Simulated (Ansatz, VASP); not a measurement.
**Two plane-wave programs on InSb**

File INCAR:

```
SYSTEM = InSb
  PREC = Accurate
  ENCUT = 520
  EDIFF = 1E-7
  ISMEAR = 0
  SIGMA = 0.1
  LREAL = .False.
  LASPH = .True.
  NELM = 60
  ALGO = Normal
  ISIF = 2
  LWAVE = .False.
  LCHARG = .True.
  LDIPOL = .True.
  IDIPOL = 3
  DIPOL = 0.5 0.5 0.500
  GGA = PE
  LELF = .True.
  LVHAR = .True.
  LVACPOTAV = .True.
  NBANDS = 36
```

KPOINTS

```
regular mesh
0
Gamma
  8 5 1
  0 0 0
```

File POSCAR:

```
InSb
1.0
    4.6915474113      0.0000000000      0.0000000000
    0.0000000000      6.6348499775      0.0000000000
    0.0000000000      0.0000000000     19.6915474113
In Sb
3 3
Direct
    0.5000000000      0.5000000000      0.3808740798
    0.0000000000      0.0000000000      0.5000000000
    0.5000000000      0.5000000000      0.6191259202
    0.0000000000      0.7500000000      0.3808740798
    0.5000000000      0.2500000000      0.5000000000
    0.0000000000      0.7500000000      0.6191259202
```

Input for Ansatz:

```yaml
crystal:
  lattice:
    - [4.6915474113, 0.0, 0.0]
    - [0.0, 6.6348499775, 0.0]
    - [0.0, 0.0, 19.6915474113]
  atoms:
    - { symbol: In, position: [0.5, 0.5, 0.3808740798] }
    - { symbol: Sb, position: [0.0, 0.75, 0.3808740798] }
    - { symbol: In, position: [0.0, 0.0, 0.5] }
    - { symbol: Sb, position: [0.5, 0.25, 0.5] }
    - { symbol: In, position: [0.5, 0.5, 0.6191259202] }
    - { symbol: Sb, position: [0.0, 0.75, 0.6191259202] }
basis:
  ecutwfc: 420
kpoints:
  mp_grid: { grid: [8, 5, 1] }
hamiltonian:
  xc: pbe
scf:
  occupations: { method: gaussian, width: 0.1 }
output:
  forces: true
  stress: true
  eigenvalues: true
  write_density: true
  write_potential: true
  elf: true
  volumetric_format: npy
efield:
  axis: 3
  dipole_correction: true
```

Alike in both runs: task single point; functional PBE; k mesh 8 × 5 × 1; occupations gaussian, width 0.1 eV; no spin polarisation.

|  | VASP | Ansatz |
| --- | --- | --- |
| version | VASP 6.6.1 | Ansatz 0.2.0 |
| potentials or method | VASP PAW PBE potentials, release 64 (In_d, Sb), cutoff 520 eV | scalar-relativistic, plane waves, PAW |
| valence electrons in the cell | 54 | 84 |

```csv
,VASP,Ansatz,Ansatz less VASP
rms of the force components (eV/Å),0.413,0.421,+0.0084
"work function, face that differs most (eV)",4.46,4.46,-0.003
```

VASP's potentials hold 54 valence electrons a cell and Ansatz's 84, so a difference there can come from the potentials and not from the codes. Ansatz's warnings: xc potential rough in thin density.

Neither program's run includes spin-orbit coupling.
